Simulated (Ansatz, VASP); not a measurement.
# Two plane-wave programs on AlN

```
Al N
1.0
     0.02731    2.18490    2.18490
     2.18490    0.02731    2.18490
     2.21221    2.21221    0.00000
Al N
1 1
Direct
  0.00000 0.00000 0.00000
  0.75000 0.75000 0.75000
```

Change from the starting cell: strain +0.0250 x Voigt [0, 0, 0, 0, 0, 1], atoms carried along.

Alike in both runs: task single point; functional r2SCAN; k mesh 10 × 10 × 10; occupations gaussian, width 0.05 eV; no spin polarisation.

|  | VASP | Ansatz |
| --- | --- | --- |
| version | VASP 6.6.1 | Ansatz 0.2.0 |
| potentials or method | VASP PAW PBE potentials, release 64 (Al, N), cutoff 520 eV | scalar-relativistic, plane waves, PAW |
| valence electrons in the cell | 8 | 8 |

Ansatz gave:

| Quantity | Value |
| --- | --- |
| gap on the k mesh at the Fermi level (eV) | 3.86 |
| least direct gap on the mesh (eV) | 4.76 |
| pressure (GPa) | 0.2 |
| traceless stress, the component that is largest in VASP (GPa) | -5.87 |
| rms of the force components (eV/Å) | 0.124 |

Problem. Estimate VASP's values.

Solution. gap on the k mesh at the Fermi level (eV): 3.85; least direct gap on the mesh (eV): 4.80; pressure (GPa): -0.2; traceless stress, the component that is largest in VASP (GPa): -5.93; rms of the force components (eV/Å): 0.126.

VASP's potentials were made for PBE, not for r2SCAN. Atom by atom the forces differ by 0.002 eV/Å (rms over components). The functional is the same, so the differences come from potentials, cutoffs and numerics.
